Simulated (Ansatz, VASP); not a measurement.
# SrTe in VASP and in Ansatz

File POSCAR:

```
SrTe
1.0
    0.0000000000      3.3527582052      3.3527582052
    3.3527582052      0.0000000000      3.3527582052
    3.3527582052      3.3527582052      0.0000000000
Sr Te
1 1
Direct
    0.0000000000      0.0000000000      0.0000000000
    0.5000000000      0.5000000000      0.5000000000
```

INCAR.step1

```
SYSTEM = SrTe
PREC = Accurate
ENCUT = 400
EDIFF = 1E-5
ISMEAR = 0
SIGMA = 0.01
LREAL = .FALSE.
LASPH = .TRUE.
NELM = 120
ALGO = Normal
ISIF = 2
LWAVE = .TRUE.
GGA = PE
NBANDS = 15
GGA_COMPAT = .FALSE.
```

Contents of INCAR.step2:

```
SYSTEM = SrTe
PREC = Accurate
ENCUT = 400
EDIFF = 1E-6
ISMEAR = 0
SIGMA = 0.01
LREAL = .FALSE.
LASPH = .TRUE.
NELM = 120
ALGO = Normal
ISIF = 2
LWAVE = .FALSE.
LCHARG = .TRUE.
GGA = PE
LHFCALC = .TRUE.
AEXX = 0.3
HFSCREEN = 0.1
PRECFOCK = Normal
LELF = .TRUE.
LVHAR = .TRUE.
ISTART = 1
NBANDS = 15
GGA_COMPAT = .FALSE.
```

File KPOINTS:

```
Automatic mesh
0
G
  4 4 4
  0 0 0
```

Input for Ansatz:

```yaml
crystal:
  lattice:
    - [0.0, 3.3527582052, 3.3527582052]
    - [3.3527582052, 0.0, 3.3527582052]
    - [3.3527582052, 3.3527582052, 0.0]
  atoms:
    - { symbol: Sr, position: [0.0, 0.0, 0.0] }
    - { symbol: Te, position: [0.5, 0.5, 0.5] }
kpoints:
  mp_grid: { grid: [4, 4, 4] }
hamiltonian:
  xc: { exchange: pbe, correlation: pbe, exx: { coeff: 0.3, omega: 0.1 } }
scf:
  occupations: { method: fixed }
  n_extra_bands: 4
output:
  forces: true
  stress: true
  eigenvalues: true
```

Alike in both runs: task single point; functional PBE-based screened hybrid; k mesh 4 × 4 × 4; no spin polarisation.

|  | VASP | Ansatz |
| --- | --- | --- |
| version | VASP 6.6.1 | Ansatz 0.2.0 |
| potentials or method | VASP PAW PBE potentials, release 64 (Sr_sv, Te) | plane waves |
| plane-wave cutoff (eV) | 400 | 420 |
| occupations | gaussian, width 0.01 eV | fixed |
| valence electrons in the cell | 16 | 26 |

```tsv
	VASP	Ansatz	Ansatz less VASP
gap on the k mesh at the Fermi level (eV)	3.02	3.00	-0.023
pressure (GPa)	-0.4	-0.2	+0.14
```

VASP's potentials were made for PBE, not for PBE-based screened hybrid. VASP's potentials hold 16 valence electrons a cell and Ansatz's 26, so a difference there can come from the potentials and not from the codes. Ansatz's warnings: stress exchange threshold loose, stress scf threshold loose.

Neither program's run includes spin-orbit coupling.
